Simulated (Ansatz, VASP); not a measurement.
One calculation of Zn, two programs

```
CELL_PARAMETERS angstrom
0.00000 2.65996 2.65996
2.65996 0.00000 2.65996
2.65996 2.65996 0.00000
ATOMIC_POSITIONS crystal
Zn 0.87500 0.87500 0.87500
Zn 0.12500 0.12500 0.12500
```

Change from the starting cell: volume scaled by 0.88, LAPW.

Alike in both runs: task single point; functional LDA; k mesh 13 × 13 × 13; occupations fermi-dirac, width 0.1 eV; no spin polarisation.

|  | VASP | Ansatz |
| --- | --- | --- |
| version | VASP 6.6.1 | Ansatz 0.2.0 |
| potentials or method | VASP PAW LDA potentials, release 64 (Zn), cutoff 520 eV | all-electron LAPW, scalar-relativistic |

Ansatz gave:

```
pressure (GPa) : 7.5
```

Q: Which values does VASP return?

A: Pressure (GPa): 8.1.

LDA's correlation is that of Perdew and Zunger in VASP and of Perdew and Wang (1992) in Ansatz. Ansatz ran all-electron here, and VASP with PAW potentials.
